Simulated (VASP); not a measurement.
CO2:

```
CELL_PARAMETERS angstrom
4.42669 0.00000 0.00000
0.00000 4.42669 0.00000
0.00000 0.00000 4.80898
ATOMIC_POSITIONS crystal
C 0.50000 0.50000 0.50000
C 0.00000 0.00000 0.00000
O 0.31325 0.68675 0.50000
O 0.68675 0.31325 0.50000
O 0.18675 0.18675 0.00000
O 0.81325 0.81325 0.00000
```

* Program: VASP 6.6.1
* Task: relaxation of cell and atoms
* Functional: PBE
* Dispersion: D4
* Potentials or basis: VASP PAW PBE potentials, release 64 (C, O)
* Cutoff: 600 eV
* k mesh: 6 × 6 × 6
* Occupations: fermi-dirac, width 0.02 eV
* Spin: no spin polarisation

At the start: pressure 1.2 GPa; volume 15.71 Å³/atom.

Q: Where does the relaxation end?

A: Over 11 steps the energy falls by 2.3 meV/atom and the volume is 14.83 Å³/atom (-5.6 %); space group P4_2/mnm (No. 136, to 0.1 Å) before and after.

The path:
```csv
step,energy change (eV),largest force (eV/Å),pressure (GPa),volume (Å³)
1,0.0000,0.6056,1.19,94.23
2,0.2263,3.1684,-8.82,95.84
3,-0.0064,0.0016,-0.39,94.45
4,-0.0064,0.0231,-0.33,94.45
5,-0.0072,0.0226,-0.31,94.10
6,-0.0094,0.0223,-0.25,93.06
7,-0.0126,0.0260,-0.11,91.00
8,-0.0126,0.0492,0.32,86.97
9,-0.0137,0.0430,0.10,88.99
10,0.0020,0.8831,-2.45,88.75
11,-0.0138,0.0015,-0.01,88.98
```

Final structure:
```cif
data_structure
_symmetry_space_group_name_H-M 'P 1'
_symmetry_Int_Tables_number 1
_cell_length_a 4.3567
_cell_length_b 4.3567
_cell_length_c 4.6882
_cell_angle_alpha 90.000
_cell_angle_beta 90.000
_cell_angle_gamma 90.000
_cell_volume 88.98
loop_
_atom_site_label
_atom_site_type_symbol
_atom_site_fract_x
_atom_site_fract_y
_atom_site_fract_z
_atom_site_occupancy
C1 C 0.50000 0.50000 0.50000 1
C2 C 0.00000 0.00000 0.00000 1
O1 O 0.30940 0.69060 0.50000 1
O2 O 0.69060 0.30940 0.50000 1
O3 O 0.19060 0.19060 0.00000 1
O4 O 0.80940 0.80940 0.00000 1
```
